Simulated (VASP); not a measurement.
Wanted: the native input for a VASP 6.6.1 run.

* Task: single point
* Functional: PBEsol
* Potentials or basis: VASP PAW PBE potentials, release 64 (Ti_sv, Co)
* Cutoff: 520 eV
* k mesh: 12 × 12 × 12
* Occupations: gaussian, width 0.15 eV
* Spin: collinear spin, ferromagnetic start
* Starting moments: [0.1, 0.22, 0.22, 0.22] μB
* Fixed moment: 0.76 μB
* Dipole correction: no
* Further INCAR settings: ALGO = Normal; EDIFF = 1e-06; NBANDS = 32

The structure of TiCo3 lies in POSCAR:

```
TiCo3
1.0
    3.3744333754      0.0000000000      0.0000000000
    0.0000000000      3.3744333754      0.0000000000
    0.0000000000      0.0000000000      3.3744333754
Ti Co
1 3
Direct
    0.0000000000      0.0000000000      0.0000000000
    0.0000000000      0.5000000000      0.5000000000
    0.5000000000      0.0000000000      0.5000000000
    0.5000000000      0.5000000000      0.0000000000
```

One way to write it, as run:

INCAR

```
PREC = Accurate
ENCUT = 520
EDIFF = 1E-6
ISMEAR = 0
SIGMA = 0.15
LREAL = F
LASPH = T
NELM = 150
ALGO = Normal
ISIF = 2
LWAVE = F
LCHARG = F
ISPIN = 2
MAGMOM = 0.1 0.22 0.22 0.22
LORBIT = 11
NUPDOWN = 0.76
LMAXMIX = 4
GGA = PS
NBANDS = 32
```

KPOINTS

```
Automatic mesh
0
Gamma
  12 12 12
```

Potentials or basis: VASP PAW PBE potentials, release 64 (Ti_sv, Co).

Command:

```bash
$ cat potpaw_PBE.64/Ti_sv/POTCAR potpaw_PBE.64/Co/POTCAR > POTCAR
$ mpirun -np 1 vasp_std > vasp.out
```

It gave:

| Item | Value |
| --- | --- |
| Pressure | 41.9 GPa |
| Net moment | 0.76 μB per cell |
| Site moments | Ti -0.05; Co +0.27 μB |
| Valence electrons inside the program's atomic spheres | Ti 10.79; Co 8.74 |

Caveat: the cell stands under pressure; the PAW data sets were made with another functional, which shifts forces and pressure a little; the total moment is fixed, so each spin has its own Fermi level and the state may be an excited one.

Wall time 3.5 min on 1 thread of Oxide Virtual Turin-like Processor, with other jobs on the host, peak memory 0.25 GiB.
